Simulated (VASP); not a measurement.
Here is a VASP 6.6.1 calculation.

Contents of POSCAR:

```
Hf
1.0
    0.0000000000      2.2592220910      2.2592220910
    2.2592220910      0.0000000000      2.2592220910
    2.2592220910      2.2592220910      0.0000000000
Hf
1
Direct
    0.0000000000      0.0000000000      0.0000000000
```

INCAR.step1

```
SYSTEM = Hf
  PREC = Accurate
  ENCUT = 520
  EDIFF = 1E-5
  ISMEAR = -1
  SIGMA = 0.05
  LREAL = .False.
  LASPH = .True.
  NELM = 100
  ALGO = Normal
  ISIF = 2
  LWAVE = .True.
  GGA = PE
  NBANDS = 11
```

INCAR.step2

```
SYSTEM = Hf
  PREC = Accurate
  ENCUT = 520
  EDIFF = 1E-6
  ISMEAR = -1
  SIGMA = 0.05
  LREAL = .False.
  LASPH = .True.
  NELM = 100
  ALGO = Normal
  ISIF = 2
  LWAVE = .False.
  LCHARG = .True.
  GGA = B3
  LHFCALC = .True.
  AEXX = 0.2
  AGGAX = 0.72
  AGGAC = 0.81
  ALDAC = 0.19
  PRECFOCK = Normal
  LELF = .True.
  LVHAR = .True.
  ISTART = 1
  NBANDS = 11
```

The input KPOINTS:

```
regular mesh
0
Gamma
  5 5 5
  0 0 0
```

Potentials or basis: VASP PAW PBE potentials, release 64 (Hf_pv).

Run with:

```console
$ cat potpaw_PBE.64/Hf_pv/POTCAR > POTCAR
$ cp INCAR.step1 INCAR
$ mpirun -np 1 vasp_std > vasp.out
$ cp INCAR.step2 INCAR
$ mpirun -np 1 vasp_std > vasp.out
```

Question: Estimate the pressure.

Answer: -1.4 GPa.

Question: Estimate the band gap on the k mesh.

Answer: Zero (band 5 reaches 6.81 eV, above the bottom of band 6 at 4.11 eV).

Caveat: the k points lie up to 0.48 Å⁻¹ apart; the PAW data sets were made with another functional, which shifts forces and pressure a little; spin-orbit coupling is left out, which moves the levels of the heavy elements.
